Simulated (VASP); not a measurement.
The system is PtSe2.

```
Pt Se
1.0
     3.72400    0.00000    0.00000
    -1.86200    3.22508    0.00000
     0.00000    0.00000    5.06200
Pt Se
1 2
Direct
  0.00000 0.00000 0.00000
  0.33333 0.66667 0.25000
  0.66667 0.33333 0.75000
```

```yaml
Program: VASP 6.6.1
Task: relaxation of cell and atoms
Functional: PBE
Dispersion: D3(BJ)
Potentials_or_basis: VASP PAW PBE potentials, release 64 (Pt, Se)
Cutoff: 600 eV
k_mesh: 9 × 9 × 6
Occupations: methfessel-paxton, width 0.05 eV
Spin: no spin polarisation
```

At the start: pressure 3.5 GPa; volume 20.27 Å³/atom.

Where does the relaxation end?

Over 11 steps the energy falls by 16.5 meV/atom and the volume is 19.77 Å³/atom (-2.5 %); space group P-3m1 (No. 164, to 0.1 Å) before and after.

The path:
| step | energy change (eV) | largest force (eV/Å) | pressure (GPa) | volume (Å³) |
| --- | --- | --- | --- | --- |
| 1 | 0.0000 | 0.6163 | 3.48 | 60.80 |
| 2 | 0.0317 | 0.3964 | -5.86 | 64.75 |
| 3 | -0.0240 | 0.1841 | -0.59 | 62.31 |
| 4 | -0.0240 | 0.1920 | -0.52 | 62.28 |
| 5 | -0.0293 | 0.1603 | -0.44 | 61.90 |
| 6 | -0.0412 | 0.0644 | -0.15 | 60.76 |
| 7 | -0.0416 | 0.1646 | 0.85 | 58.51 |
| 8 | -0.0459 | 0.0258 | 0.31 | 59.70 |
| 9 | -0.0473 | 0.1274 | -1.16 | 59.89 |
| 10 | -0.0480 | 0.0894 | -0.62 | 59.82 |
| 11 | -0.0494 | 0.0149 | 0.07 | 59.30 |

Final structure:
```
Pt Se
1.0
     3.77188    0.00000    0.00000
    -1.88594    3.26655    0.00000
     0.00000    0.00000    4.81255
Pt Se
1 2
Direct
  0.00000 0.00000 0.00000
  0.33333 0.66667 0.26580
  0.66667 0.33333 0.73420
```
